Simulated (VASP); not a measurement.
Re:

```
Re
1.0
     0.00000    2.72707    2.72707
     2.72707    0.00000    2.72707
     2.72707    2.72707    0.00000
Re
2
Direct
  0.00000 0.00000 0.00000
  0.25000 0.25000 0.25000
```

Base run:

```yaml
Program: VASP 6.6.1
Functional: r2SCAN
Potentials_or_basis: VASP PAW PBE potentials, release 64 (Re)
Cutoff: 520 eV
k_mesh: 6 × 6 × 6
Occupations: fermi-dirac, width 0.05 eV
Spin: no spin polarisation
```

Its results: band gap on the k mesh zero (band 7 reaches 5.01 eV, above the bottom of band 8 at 3.75 eV); pressure 16.8 GPa.

**Question.** The run is repeated on the same cell with these changes: potentials or basis from VASP PAW PBE potentials, release 64 (Re) to VASP PAW PBE potentials, release 64 (Re_sv_GW); cutoff from 520 eV to 550 eV; further incar settings from ALGO = Normal; EDIFF = 1e-06; NBANDS = 14 to ALGO = Normal; EDIFF = 1e-06; NBANDS = 22; valence electrons from 14 to 30. What comes out?

**Answer.** Band gap on the k mesh zero (band 15 reaches 8.75 eV, above the bottom of band 16 at 7.46 eV); pressure 18.8 GPa.

Caveats: the PAW data sets were made with another functional, which shifts forces and pressure a little; spin-orbit coupling is left out, which moves the levels of the heavy elements.
